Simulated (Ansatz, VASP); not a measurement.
# One calculation of GeAsO4, two programs

```
O As Ge
1.0
     0.00000    4.79983    0.00000
     4.79983    0.00000    0.00000
     2.39992    2.39992   -3.66181
O As Ge
4 1 1
Direct
  0.40589 0.29022 0.73524
  0.70978 0.14113 0.26476
  0.85887 0.97454 0.73524
  0.02546 0.59411 0.26476
  0.00000 0.00000 0.00000
  0.75000 0.25000 0.50000
```

Alike in both runs: task single point; functional PBE; k mesh 8 × 8 × 8; no spin polarisation.

|  | VASP | Ansatz |
| --- | --- | --- |
| version | VASP 6.6.1 | Ansatz 0.2.0 |
| potentials or method | VASP PAW PBE potentials, release 64 (O, As, Ge_d), cutoff 520 eV | PAW plane waves |
| occupations | fermi-dirac, width 0.1 eV | fermi-dirac |
| valence electrons in the cell | 43 | 53 |

VASP gave:

| Item | Value |
| --- | --- |
| rms of the force components (eV/Å) | 3.790 |

**Question.** What did Ansatz give for the same quantities?

**Answer.** rms of the force components (eV/Å): 3.914.

Atom by atom the forces differ by 0.136 eV/Å (rms over components). VASP's potentials hold 43 valence electrons a cell and Ansatz's 53, so a difference there can come from the potentials and not from the codes.
